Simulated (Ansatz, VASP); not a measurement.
Two plane-wave programs on La2O

```
CELL_PARAMETERS angstrom
4.95471 0.00000 0.00000
-2.47735 4.29090 0.00000
0.00000 0.00000 4.07329
ATOMIC_POSITIONS crystal
La 0.66667 0.33333 0.22358
La 0.33333 0.66667 0.51886
O 0.66667 0.33333 0.71412
```

Alike in both runs: task relaxation of cell and atoms; functional PBE; k mesh 5 × 5 × 5; occupations gaussian, width 0.2 eV; no spin polarisation.

|  | VASP | Ansatz |
| --- | --- | --- |
| version | VASP 6.6.1 | Ansatz 0.2.0 |
| potentials or method | VASP PAW PBE potentials, release 64 (La, O), cutoff 600 eV | scalar-relativistic, plane waves, PAW |
| valence electrons in the cell | 28 | 28 |

Ansatz gave:

- gap on the k mesh at the Fermi level, each at its own relaxed structure (eV): none
- relaxed volume (Å³/atom): 27.50
- relaxed length of the cell vector where the two differ most in proportion (Å): 5.744

Q: Which values does VASP return?

A: gap on the k mesh at the Fermi level, each at its own relaxed structure (eV): none; relaxed volume (Å³/atom): 26.89; relaxed length of the cell vector where the two differ most in proportion (Å): 5.567.

A gap of «none» marks a metal or a gap that the smearing closes.

Spin-orbit coupling is off throughout.
